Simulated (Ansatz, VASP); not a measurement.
**ZnS: VASP beside Ansatz**

INCAR

```
PREC = Accurate
ENCUT = 520
EDIFF = 1E-6
ISMEAR = 0
SIGMA = 0.05
LREAL = F
LASPH = T
NELM = 100
ALGO = Normal
ISIF = 2
LWAVE = F
LCHARG = F
GGA = PE
NBANDS = 46
```

Contents of KPOINTS:

```
Automatic mesh
0
Gamma
  9 9 4
```

The input POSCAR:

```
ZnS
1.0
    3.7695760453      0.0000000000      0.0000000000
   -1.8847880226      3.2645486167      0.0000000000
    0.0000000000      0.0000000000     13.1090776551
Zn S
4 4
Direct
    0.0000000000      0.0000000000      0.0000492057
    0.0000000000      0.0000000000      0.5000492057
    0.3333333333      0.6666666667      0.2500242903
    0.6666666667      0.3333333333      0.7500242903
    0.0000000000      0.0000000000      0.1872905901
    0.0000000000      0.0000000000      0.6872905901
    0.3333333333      0.6666666667      0.4376359138
    0.6666666667      0.3333333333      0.9376359138
```

Input for Ansatz:

```yaml
crystal:
  lattice:
    - [3.7695760453, 0.0, 0.0]
    - [-1.8847880226, 3.2645486167, 0.0]
    - [0.0, 0.0, 13.1090776551]
  atoms:
    - { symbol: Zn, position: [0.0, 0.0, 4.92057e-05] }
    - { symbol: Zn, position: [0.0, 0.0, 0.5000492057] }
    - { symbol: Zn, position: [0.3333333333, 0.6666666667, 0.2500242903] }
    - { symbol: Zn, position: [0.6666666667, 0.3333333333, 0.7500242903] }
    - { symbol: S, position: [0.0, 0.0, 0.1872905901] }
    - { symbol: S, position: [0.0, 0.0, 0.6872905901] }
    - { symbol: S, position: [0.3333333333, 0.6666666667, 0.4376359138] }
    - { symbol: S, position: [0.6666666667, 0.3333333333, 0.9376359138] }
basis:
  ecutwfc: 520.0
kpoints:
  mp_grid: { grid: [9, 9, 4] }
hamiltonian:
  xc: pbe
scf:
  occupations: { method: gaussian, width: 0.05 }
output:
  forces: true
  stress: true
  eigenvalues: true
```

Alike in both runs: task single point; functional PBE; k mesh 9 × 9 × 4; occupations gaussian, width 0.05 eV; no spin polarisation.

|  | VASP | Ansatz |
| --- | --- | --- |
| version | VASP 6.6.1 | Ansatz 0.2.0 |
| potentials or method | VASP PAW PBE potentials, release 64 (Zn, S), cutoff 520 eV | scalar-relativistic, plane waves, PAW |
| valence electrons in the cell | 72 | 72 |

```csv
,VASP,Ansatz,Ansatz less VASP
gap on the k mesh at the Fermi level (eV),1.90,1.90,-0.001
least direct gap on the mesh (eV),1.90,1.90,-0.001
pressure (GPa),0.6,0.4,-0.15
"traceless stress, the component that is largest in VASP (GPa)",-4.84,-4.81,+0.033
rms of the force components (eV/Å),0.153,0.149,-0.0034
```

Atom by atom the forces differ by 0.003 eV/Å (rms over components).
